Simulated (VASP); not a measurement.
# Ta4O (P4/mmm) in VASP: notebook, part 2 of 2

VASP 6.6.1.

### Step 5. Relaxation of cell and atoms, PBEsol+D4

The input, INCAR:

```
  PREC = Accurate
  ENCUT = 600
  EDIFF = 1E-6
  ISMEAR = -1
  SIGMA = 0.05
  LREAL = False
  LASPH = True
  NELM = 80
  ALGO = Normal
  ISIF = 3
  LWAVE = False
  LCHARG = False
  GGA = PS
  IVDW = 13
  IBRION = 2
  NSW = 60
  EDIFFG = -0.01
```

The input, KPOINTS:

```
Automatic mesh
0
Gamma
  8 8 4
```

The input, POSCAR:

```
Ta4O
1.0
    3.2574970000      0.0000000000      0.0000000000
    0.0000000000      3.2574970000      0.0000000000
    0.0000000000      0.0000000000      7.4093410000
Ta O
4 1
Direct
    0.0000000000      0.0000000000      0.0000000000
    0.5000000000      0.5000000000      0.2168420000
    0.5000000000      0.5000000000      0.7831580000
    0.0000000000      0.0000000000      0.5000000000
    0.5000000000      0.5000000000      0.5000000000
```

Potentials or basis: VASP PAW PBE potentials, release 64 (Ta_pv, O).

The run is started by

```
$ cat potpaw_PBE.64/Ta_pv/POTCAR potpaw_PBE.64/O/POTCAR > POTCAR
$ mpirun -np 1 vasp_std > vasp.out
```

OUTCAR:

```text
PREC = Accurate
   ENCUT = 600
   EDIFF = 1E-6
   ISMEAR = -1
   LREAL = False
   LASPH = True
   NELM = 80
   ISIF = 3
   GGA = PS
   IVDW = 13
   IBRION = 2
   NSW = 60
   EDIFFG = -0.01

 ion  position               nearest neighbor table
   1  0.000  0.000  0.000-   2 2.81   3 2.81   2 2.81   3 2.81   2 2.81   3 2.81   2 2.81   3 2.81

   2  0.500  0.500  0.217-   5 2.10   1 2.81   1 2.81   1 2.81   1 2.81   4 3.12   4 3.12   4 3.12
                             4 3.12   3 3.21
   3  0.500  0.500  0.783-   5 2.10   1 2.81   1 2.81   1 2.81   1 2.81   4 3.12   4 3.12   4 3.12
                             4 3.12   2 3.21
   4  0.000  0.000  0.500-   5 2.30   5 2.30   5 2.30   5 2.30   3 3.12   3 3.12   2 3.12   3 3.12
                             2 3.12   2 3.12   3 3.12   2 3.12
   5  0.500  0.500  0.500-   2 2.10   3 2.10   4 2.30   4 2.30   4 2.30   4 2.30

  LATTYP: Found a simple tetragonal cell.
 ALAT       =     3.2574970000
 C/A-ratio  =     2.2745503680

  Lattice vectors:

 A1 = (   3.2574970000,   0.0000000000,   0.0000000000)
 A2 = (   0.0000000000,   3.2574970000,   0.0000000000)
 A3 = (   0.0000000000,   0.0000000000,   7.4093410000)

Analysis of symmetry for initial positions (statically):
=====================================================================
 Subroutine PRICEL returns:
 Original cell was already a primitive cell.

 Routine SETGRP: Setting up the symmetry group for a
 simple tetragonal supercell.

 Subroutine GETGRP returns: Found 16 space group operations
 (whereof 16 operations were pure point group operations)
 out of a pool of 16 trial point group operations.

The static configuration has the point symmetry D_4h.

Analysis of symmetry for dynamics (positions and initial velocities):
=====================================================================
 Subroutine PRICEL returns:
 Original cell was already a primitive cell.

 Routine SETGRP: Setting up the symmetry group for a
 simple tetragonal supercell.

 Subroutine GETGRP returns: Found 16 space group operations
 (whereof 16 operations were pure point group operations)
 out of a pool of 16 trial point group operations.

The dynamic configuration has the point symmetry D_4h.

 Subroutine INISYM returns: Found 16 space group operations
 (whereof 16 operations are pure point group operations),
 and found     1 'primitive' translations

----------------------------------------------------------------------------------------

                                     Primitive cell

  volume of cell :      78.6226

  direct lattice vectors                    reciprocal lattice vectors
     3.257497000  0.000000000  0.000000000     0.306984166  0.000000000  0.000000000
     0.000000000  3.257497000  0.000000000     0.000000000  0.306984166  0.000000000
     0.000000000  0.000000000  7.409341000     0.000000000  0.000000000  0.134964769

  length of vectors
     3.257497000  3.257497000  7.409341000     0.306984166  0.306984166  0.134964769

  position of ions in fractional coordinates (direct lattice)
     0.000000000  0.000000000  0.000000000
     0.500000000  0.500000000  0.216842000
     0.500000000  0.500000000  0.783158000
     0.000000000  0.000000000  0.500000000
     0.500000000  0.500000000  0.500000000

  ion indices of the primitive-cell ions
   primitive index   ion index
                 1           1
                 2           2
                 3           3
                 4           4
                 5           5

----------------------------------------------------------------------------------------
[... 27 lines left out ...]
  0.000000  0.000000  0.000000      1.000000
  0.125000  0.000000  0.000000      4.000000
  0.250000  0.000000  0.000000      4.000000
  0.375000  0.000000  0.000000      4.000000
  0.500000  0.000000  0.000000      2.000000
  0.125000  0.125000  0.000000      4.000000
[... 16 lines left out ...]
  0.375000  0.125000  0.250000     16.000000
  0.500000  0.125000  0.250000      8.000000
 [... further k-points ...]
   k-points           NKPTS =     45   k-points in BZ     NKDIM =     45   number of bands    NBANDS=     30
   number of dos      NEDOS =    301   number of ions     NIONS =      5
   total plane-waves  NPLWV =  47040
   dimension x,y,z NGX =    28 NGY =   28 NGZ =   60
   dimension x,y,z NGXF=    56 NGYF=   56 NGZF=  120
   ions per type =               4   1
   NGX,Y,Z   is equivalent  to a cutoff of  14.29, 14.29, 13.46 a.u.
   NGXF,Y,Z  is equivalent  to a cutoff of  28.58, 28.58, 26.92 a.u.
 SYSTEM =  unknown system
   PREC   = accura    normal or accurate (medium, high low for compatibility)
   ISTART =      0    job   : 0-new  1-cont  2-samecut
   ICHARG =      2    charge: 1-file 2-atom 10-const
   ISPIN  =      1    spin polarized calculation?
   LNONCOLLINEAR =      F non collinear calculations
   LSORBIT =      F    spin-orbit coupling
   LASPH  =      T    aspherical Exc in radial PAW
   ENCUT  =  600.0 eV  44.10 Ry    6.64 a.u.   6.51  6.51 14.80*2*pi/ulx,y,z
   NELM   =     80;   NELMIN=  2; NELMDL= -5     # of ELM steps
   EDIFF  = 0.1E-05   stopping-criterion for ELM
   LREAL  =      F    real-space projection
   EDIFFG = -.1E-01   stopping-criterion for IOM
   NSW    =     60    number of steps for IOM
   IBRION =      2    ionic relax: 0-MD 1-quasi-New 2-CG
   NFREE  =      1    steps in history (QN), initial steepest desc. (CG)
   ISIF   =      3    stress and relaxation
   ISYM   =      2    0-nonsym 1-usesym 2-fastsym
   POTIM  = 0.5000    time-step for ionic-motion
   TEBEG  =    0.0;   TEEND  =   0.0 temperature during run
   PSTRESS=    0.0 pullay stress
   NELECT =      50.0000    total number of electrons
   NUPDOWN=      -1.0000    fix difference up-down
   EMIN   =  10.00;   EMAX   =-10.00  energy-range for DOS
   EFERMI =   0.00;   METHOD = LEGACY
   ISMEAR =    -1;   SIGMA  =   0.05  broadening in eV -4-tet -1-fermi 0-gaus
   EFERMI_NEDOS =   21; number of points for ismear=-14 and -15
   IALGO  =     38    algorithm
   IMIX   =      4    mixing-type and parameters
     AMIX     =   0.40;   BMIX     =  1.00
     AMIX_MAG =   1.60;   BMIX_MAG =  1.00
  volume/ion in A,a.u.               =      15.72       106.11
  Fermi-wavevector in a.u.,A,eV,Ry     =   1.407826  2.660405 26.966391  1.981974
  Thomas-Fermi vector in A             =   2.530046
   LORBIT       =      0    0 simple, 1 ext, 2 COOP (PROOUT), +10 PAW based schemes
   GGA     = PS    functional components
   LHFCALC =     F    Hartree Fock is set to
   AEXX    =    0.0000 exact exchange contribution
   IVDW    =    13    specifies the selected vdW correction
   LEPSILON=     F    determine dielectric tensor
   LRPA    =     F    only Hartree local field effects (RPA)
 conjugate gradient relaxation of ions
 non-spin polarized calculation
  energy-cutoff  :      600.00
  volume of cell :       78.62
 maximum number of plane-waves:      2653
 NGX is ok and might be reduce to    28
   NGX = 13   NGY = 13   NGZ = 29

--------------------------------------- Ionic step        1  -------------------------------------------

 number of electron      50.0000006 magnetization

 Free energy of the ion-electron system (eV)
  ---------------------------------------------------
  ext. energy  EPLUGINS =         0.00000000
  ---------------------------------------------------
  free energy    TOTEN  =       -58.50531484 eV

  energy without entropy =      -58.48734269  energy(sigma->0) =      -58.49632877

------------------------ aborting loop because EDIFF is reached ----------------------------------------

  DFT-D4 for vdW energy calculation

  Edisp (eV):   -0.83424
[... 114 lines left out ...]
  FREE ENERGIE OF THE ION-ELECTRON SYSTEM (eV)
  ---------------------------------------------------
  free  energy   TOTEN  =       -59.4397502648 eV

  energy  without entropy=      -59.4230072241  energy(sigma->0) =      -59.43137874

[... ionic steps 4 to 7 ...]

--------------------------------------- Ionic step        8  -------------------------------------------

 number of electron      50.0000001 magnetization

------------------------ aborting loop because EDIFF is reached ----------------------------------------
[... 81 lines left out ...]
--------------------------------------- Ionic step       10  -------------------------------------------

 number of electron      50.0000001 magnetization

 Free energy of the ion-electron system (eV)
  ---------------------------------------------------
  ext. energy  EPLUGINS =         0.00000000
  ---------------------------------------------------
  free energy    TOTEN  =       -58.57265380 eV

  energy without entropy =      -58.55613629  energy(sigma->0) =      -58.56439505

 E-fermi :   6.6574     XC(G=0): -12.9593

 val. band max:        6.6414316477   @ k =   0.5000   0.2500   0.0000
 cond. band min:       6.7072428863   @ k =   0.3750   0.1250   0.2500
 fundamental gap:      0.0658112386
 Fermi energy:         6.6574260023

 k-point     1 :       0.0000    0.0000    0.0000
  band No.  band energies     occupation
      1     -28.8997      2.00000
      2     -28.8997      2.00000
      3     -28.5100      2.00000
      4     -27.8838      2.00000
      5     -27.7521      2.00000
      6     -27.5140      2.00000
[... 781 lines left out ...]
     29       9.0132      0.00000
     30       9.4093      0.00000

 [... further k-points ...]

------------------------ aborting loop because EDIFF is reached ----------------------------------------

  DFT-D4 for vdW energy calculation

  Edisp (eV):   -0.86969
[... 28 lines left out ...]
  FREE ENERGIE OF THE ION-ELECTRON SYSTEM (eV)
  ---------------------------------------------------
  free  energy   TOTEN  =       -59.4423474898 eV

  energy  without entropy=      -59.4258299772  energy(sigma->0) =      -59.43408873

 reached required accuracy - stopping structural energy minimisation
```

CONTCAR:

```text
Ta4O
   1.00000000000000
     3.2033411424364671    0.0000000000000000   -0.0000000000000000
    -0.0000000000000000    3.2033411424364671   -0.0000000000000000
     0.0000000000000000   -0.0000000000000000    7.3340350311430509
  Ta              O
     4     1
Direct
     1.0000000000000000    0.0000000000000000    1.0000000000000000
     0.5000000000000000    0.5000000000000000    0.2165472011815611
     0.5000000000000000    0.5000000000000000    0.7834527988184389
     1.0000000000000000    0.0000000000000000    0.5000000000000000
     0.5000000000000000    0.5000000000000000    0.5000000000000000

  0.00000000E+00  0.00000000E+00  0.00000000E+00
  0.00000000E+00  0.00000000E+00  0.00000000E+00
  0.00000000E+00  0.00000000E+00  0.00000000E+00
  0.00000000E+00  0.00000000E+00  0.00000000E+00
  0.00000000E+00  0.00000000E+00  0.00000000E+00
```

Run time: 14 min. Hardware: 1 thread of Intel Xeon 8259CL, shared host; peak memory 0.3 GiB.

What came out:

```
Free energy                           : -59.4423 eV
Relaxed volume                        : 15.05 Å³/atom
Relaxed cell                          : a = 3.203 Å, b = 3.203 Å, c = 7.334 Å, α = 90.00°, β = 90.00°, γ = 90.00°
Space group after relaxing (to 0.1 Å) : P4/mmm (No. 123)
Energy gained by relaxing             : 20.6 meV/atom
Ionic steps                           : 10
Pressure after relaxing               : 0.0 GPa
Largest force after relaxing          : 0.006 eV/Å
Band gap on the k mesh                : zero (bands 25 and 26 overlap by 0.86 eV)
Dispersion energy per atom            : -0.174 eV
```

Forces in eV/Å, atoms in the order of the input:
```
Ta   0.000  0.000  0.000
Ta   0.000  0.000 -0.006
Ta   0.000  0.000  0.006
Ta   0.000  0.000  0.000
O    0.000  0.000  0.000
```

Stress tensor (GPa, compression positive):
```
-0.04  0.00  0.00
 0.00 -0.04  0.00
 0.00  0.00  0.04
```

Step by step:
```tsv
step	energy change (eV)	largest force (eV/Å)	pressure (GPa)	volume (Å³)
1	0.0000	0.0087	-9.42	78.62
2	0.4461	0.5093	27.91	68.56
3	-0.1002	0.1179	-0.39	75.46
4	-0.1003	0.1220	-0.11	75.36
5	-0.1003	0.1244	0.12	75.29
6	-0.1025	0.0724	0.21	75.18
7	-0.1027	0.0364	0.19	75.20
8	-0.1027	0.0169	-0.34	75.36
9	-0.1027	0.0269	-0.12	75.28
10	-0.1028	0.0060	-0.01	75.26
```

Final structure:
```yaml
crystal:
  lattice:
    - [3.20334, 0.00000, 0.00000]
    - [0.00000, 3.20334, 0.00000]
    - [0.00000, 0.00000, 7.33404]
  atoms:
    - { symbol: Ta, position: [0.00000, 0.00000, 0.00000] }
    - { symbol: Ta, position: [0.50000, 0.50000, 0.21655] }
    - { symbol: Ta, position: [0.50000, 0.50000, 0.78345] }
    - { symbol: Ta, position: [0.00000, 0.00000, 0.50000] }
    - { symbol: O, position: [0.50000, 0.50000, 0.50000] }
```

Caveat: the PAW data sets were made with another functional, which shifts forces and pressure a little; spin-orbit coupling is left out, which moves the levels of the heavy elements.

### Step 6. Single point, r2SCAN

POSCAR is that of step 5.

The input, INCAR.step1:

```
SYSTEM = Ta4O
PREC = Accurate ; ENCUT = 520
ISMEAR = -1 ; SIGMA = 0.05
LREAL = .False. ; LASPH = .True.
NELM = 60 ; NBANDS = 33
GGA = PE ; ALGO = Normal
EDIFF = 1E-4 ; LWAVE = .True.
LCHARG = .False.
```

The input, INCAR.step2:

```
SYSTEM = Ta4O
PREC = Accurate ; ENCUT = 520
EDIFF = 1E-6 ; ISMEAR = -1
SIGMA = 0.05 ; LREAL = .False.
LASPH = .True. ; NELM = 60
ALGO = Normal ; ISIF = 2
LWAVE = .False. ; LCHARG = .False.
METAGGA = R2SCAN ; LMIXTAU = .True.
NBANDS = 33 ; ISTART = 1
```

The input, KPOINTS:

```
regular mesh
0
Gamma
  8 8 4
  0 0 0
```

Potentials or basis: VASP PAW PBE potentials, release 64 (Ta_pv, O).

The run is started by

```
$ cat potpaw_PBE.64/Ta_pv/POTCAR potpaw_PBE.64/O/POTCAR > POTCAR
$ cp INCAR.step1 INCAR
$ mpirun -np 1 vasp_std > vasp.out
$ cp INCAR.step2 INCAR
$ mpirun -np 1 vasp_std > vasp.out
```

It took 2.9 min on 1 thread of Intel Xeon Platinum 8488C (Sapphire Rapids), shared host; peak memory 0.24 GiB.

The run converged. Its results:

```
Free energy            : -203.5340 eV
Pressure               : -3.8 GPa
Largest force          : 0.117 eV/Å
Band gap on the k mesh : zero (bands 25 and 26 overlap by 0.88 eV)
```

Forces on the atoms (eV/Å):
```
Ta   0.000  0.000  0.000
Ta   0.000  0.000  0.117
Ta   0.000  0.000 -0.117
Ta   0.000  0.000  0.000
O    0.000  0.000  0.000
```

Stress tensor (GPa, compression positive):
```
-2.91  0.00  0.00
 0.00 -2.91  0.00
 0.00  0.00 -5.64
```

Levels at points of the mesh, in eV from the Fermi level:
```csv
k point,band 22,band 23,band 24,band 25,band 26,band 27,band 28,band 29
"(0.00, 0.00, 0.00)",-1.61,-0.47,-0.47,0.03,0.65,1.02,1.02,1.49
"(0.50, 0.00, 0.00)",-1.22,-0.98,-0.73,0.11,0.94,0.94,1.20,1.70
"(0.50, 0.50, 0.00)",-1.68,-1.68,-0.80,-0.80,1.87,2.62,2.73,2.73
"(0.00, 0.00, 0.50)",-0.56,-0.56,-0.54,0.44,0.71,0.71,1.01,1.14
"(0.50, 0.00, 0.50)",-1.23,-1.05,-0.82,-0.51,1.04,1.28,1.78,1.86
"(0.50, 0.50, 0.50)",-1.83,-1.83,-0.17,-0.17,1.87,1.93,1.93,3.15
```

Caveat: the cell stands under tension; the PAW data sets were made with another functional, which shifts forces and pressure a little; spin-orbit coupling is left out, which moves the levels of the heavy elements.

### Step 7. Overview

```csv
task,level,U,cell,cutoff (eV),gap on the mesh (eV),pressure (GPa),largest force (eV/Å)
single point,PBEsol+U,Ta d U = 5.0 eV,as given,520,none,7.5,0.56
single point,PBEsol+U,Ta d U = 6.0 eV,as given,520,none,10.8,0.68
single point,PBEsol+U,Ta d U = 8.0 eV,as given,520,none,17.7,0.95
relaxation of cell and atoms,PBEsol+D4,-,relaxed,600,none,0.0,0.01
single point,r2SCAN,-,as given,520,none,-3.8,0.12
```

Alike in all rows: potentials or basis VASP PAW PBE potentials, release 64 (Ta_pv, O); no spin polarisation; k mesh 8 × 8 × 4; smearing fermi-dirac 0.05 eV.

The pressure there spans -3.8 GPa (r2SCAN) to 17.7 GPa (PBEsol+U); a positive pressure means that this level wants a larger cell, a negative one a smaller.

Caveats: the PAW data sets were made with another functional, which shifts forces and pressure a little; spin-orbit coupling is left out, which moves the levels of the heavy elements; the cell stands under pressure (at least some runs); U without spin polarisation on a metal has little footing (at least some runs); the cell stands under tension (at least some runs).

Total energies depend on the potentials used, so only differences within one code and one set of settings carry meaning.
